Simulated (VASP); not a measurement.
Set up this calculation in VASP 6.6.1, as the native input.

```
Task                   : relaxation of cell and atoms
Functional             : LDA
Potentials or basis    : VASP PAW LDA potentials, release 64 (Mo_sv)
Cutoff                 : 600 eV
k mesh                 : 17 × 17 × 17
Occupations            : fermi-dirac, width 0.05 eV
Spin                   : no spin polarisation
Dipole correction      : no
Further INCAR settings : ALGO = Normal; EDIFF = 1e-07; IBRION = 2; EDIFFG = -0.005; NSW = 60; ISIF = 3
```

The structure of Mo lies in POSCAR:

```
Mo
1.0
    2.5350684481      0.0000000000      0.0000000000
    0.0000000000      2.5350684481      0.0000000000
    0.0000000000      0.0000000000      2.5350684481
Mo
1
Direct
    0.0000000000      0.0000000000      0.0000000000
```

These files were run (other wordings do the same):

INCAR

```
SYSTEM = Mo
ALGO     = Normal         ! electronic algorithm
EDIFF    = 1E-7           ! SCF threshold, eV
EDIFFG   = -0.005         ! ionic threshold
ENCUT    = 600            ! plane-wave cutoff, eV
IBRION   = 2              ! ionic algorithm
ISIF     = 3              ! what is computed and relaxed
ISMEAR   = -1             ! smearing method
LASPH    = .TRUE.         ! aspherical terms in the spheres
LCHARG   = .FALSE.        ! write CHGCAR
LREAL    = .FALSE.        ! projectors in reciprocal space
LWAVE    = .FALSE.        ! write WAVECAR
NELM     = 80             ! most SCF steps
NSW      = 60             ! ionic steps
PREC     = Accurate       ! precision mode
SIGMA    = 0.05           ! smearing width, eV
```

KPOINTS

```
k-points
0
G
  17 17 17
  0 0 0
```

Potentials or basis: VASP PAW LDA potentials, release 64 (Mo_sv).

Run with:

```console
$ cat potpaw_LDA.64/Mo_sv/POTCAR > POTCAR
$ mpirun -np 1 vasp_std > vasp.out
```

Results of the run:

The relaxed volume is 16.75 Å³/atom. The relaxed cell is a = 2.559 Å, b = 2.559 Å, c = 2.559 Å, α = 90.00°, β = 90.00°, γ = 90.00°, the space group after relaxing (to 0.05 Å) is Pm-3m (No. 221) and the energy gained by relaxing is 9.0 meV/atom. The ionic steps are 4, the pressure after relaxing is 0.0 GPa and the band gap on the k mesh is zero (band 7 reaches 12.85 eV, above the bottom of band 8 at 10.21 eV).

Run time: 32 s on 1 thread of AMD EPYC 9R14 (Zen 4), on a shared host, peak memory 0.12 GiB.
